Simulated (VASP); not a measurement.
Input of a VASP 6.6.1 run:

File INCAR:

```
PREC = Accurate ; ENCUT = 520
EDIFF = 1E-8 ; ISMEAR = -1
SIGMA = 0.15 ; LREAL = F
LASPH = T ; NELM = 80
ALGO = Normal ; ISIF = 2
LWAVE = F ; LCHARG = T
GGA = CA ; IBRION = 8
NSW = 1
```

The input KPOINTS:

```
Automatic mesh
0
Gamma
  12 12 12
```

POSCAR

```
SrCd
1.0
    3.6902789721      0.0000000000      0.0000000000
    0.0000000000      3.6902789721      0.0000000000
    0.0000000000      0.0000000000      3.6902789721
Sr Cd
1 1
Direct
    0.5000000000      0.5000000000      0.5000000000
    0.0000000000      0.0000000000      0.0000000000
```

Potentials or basis: VASP PAW LDA potentials, release 64 (Sr_sv, Cd).

The run is started by

```sh
$ cat potpaw_LDA.64/Sr_sv/POTCAR potpaw_LDA.64/Cd/POTCAR > POTCAR
$ mpirun -np 1 vasp_std > vasp.out
```

Q: Predict the highest phonon frequency at Γ.

A: 149 cm⁻¹.

Phonon frequencies in cm⁻¹ (negative: imaginary):
```csv
q point,frequencies
"(0.000, 0.000, 0.000)",0 0 0 149 149 149
```

Caveat: the cell stands under pressure or tension, which shifts response properties.
